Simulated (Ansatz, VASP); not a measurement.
# Two plane-wave programs on TlAs2

File INCAR:

```
PREC     = Accurate       # precision mode
ENCUT    = 600            # plane-wave cutoff, eV
EDIFF    = 1E-6           # SCF threshold, eV
ISMEAR   = 0              # smearing method
SIGMA    = 0.1            # smearing width, eV
LREAL    = F              # projectors in reciprocal space
LASPH    = T              # aspherical terms in the spheres
NELM     = 100            # most SCF steps
ALGO     = Normal         # electronic algorithm
ISIF     = 3              # what is computed and relaxed
LWAVE    = F              # write WAVECAR
LCHARG   = F              # write CHGCAR
GGA      = PE             # functional
IBRION   = 2              # ionic algorithm
NSW      = 90             # ionic steps
EDIFFG   = -0.04          # ionic threshold
```

File KPOINTS:

```
regular mesh
0
Gamma
  4 4 4
```

Contents of POSCAR:

```
TlAs2
1.0
    4.4091377433      0.0000000000      0.0000000000
    0.0000000000      4.4091377433      0.0000000000
    0.0000000000      0.0000000000      6.7274694375
Tl As
2 4
Direct
    0.0000000000      0.5000000000      0.7000000000
    0.5000000000      0.0000000000      0.3000000000
    0.0000000000      0.0000000000      0.0000000000
    0.5000000000      0.5000000000      0.0000000000
    0.0000000000      0.5000000000      0.2700000000
    0.5000000000      0.0000000000      0.7300000000
```

Input for Ansatz:

```yaml
crystal:
  lattice:
    - [4.4091377433, 0.0, 0.0]
    - [0.0, 4.4091377433, 0.0]
    - [0.0, 0.0, 6.7274694375]
  atoms:
    - { symbol: Tl, position: [0.0, 0.5, 0.7] }
    - { symbol: Tl, position: [0.5, 0.0, 0.3] }
    - { symbol: As, position: [0.0, 0.0, 0.0] }
    - { symbol: As, position: [0.5, 0.5, 0.0] }
    - { symbol: As, position: [0.0, 0.5, 0.27] }
    - { symbol: As, position: [0.5, 0.0, 0.73] }
basis:
  ecutwfc: 420
kpoints:
  mp_grid: { grid: [4, 4, 4] }
hamiltonian:
  xc: pbe
scf:
  occupations: { method: gaussian, width: 0.1 }
  lower_state_search: "off"
output:
  forces: true
  stress: true
  eigenvalues: true
relax:
  adjacent_minimum: "off"
  f_tol: 0.04
  max_steps: 70
  cell: { stress_tol: 0.4 }
```

Alike in both runs: task relaxation of cell and atoms; functional PBE; k mesh 4 × 4 × 4; occupations gaussian, width 0.1 eV; no spin polarisation.

|  | VASP | Ansatz |
| --- | --- | --- |
| version | VASP 6.6.1 | Ansatz 0.2.0 |
| potentials or method | VASP PAW PBE potentials, release 64 (Tl_d, As), cutoff 600 eV | scalar-relativistic, plane waves, PAW |
| valence electrons in the cell | 46 | 86 |

Ansatz gave:

| Item | Value |
| --- | --- |
| gap on the k mesh at the Fermi level, each at its own relaxed structure (eV) | none |
| relaxed volume (Å³/atom) | 28.14 |
| relaxed length of the cell vector where the two differ most in proportion (Å) | 4.893 |

Task: What did VASP give for the same quantities?

Result: gap on the k mesh at the Fermi level, each at its own relaxed structure (eV): none; relaxed volume (Å³/atom): 28.25; relaxed length of the cell vector where the two differ most in proportion (Å): 4.902.

A gap of «none» marks a metal or a gap that the smearing closes. VASP's potentials hold 46 valence electrons a cell and Ansatz's 86, so a difference there can come from the potentials and not from the codes.

Neither program's run includes spin-orbit coupling. Noted on VASP's run: the volume moved by over 15 % at a fixed basis, so the end points are rough.
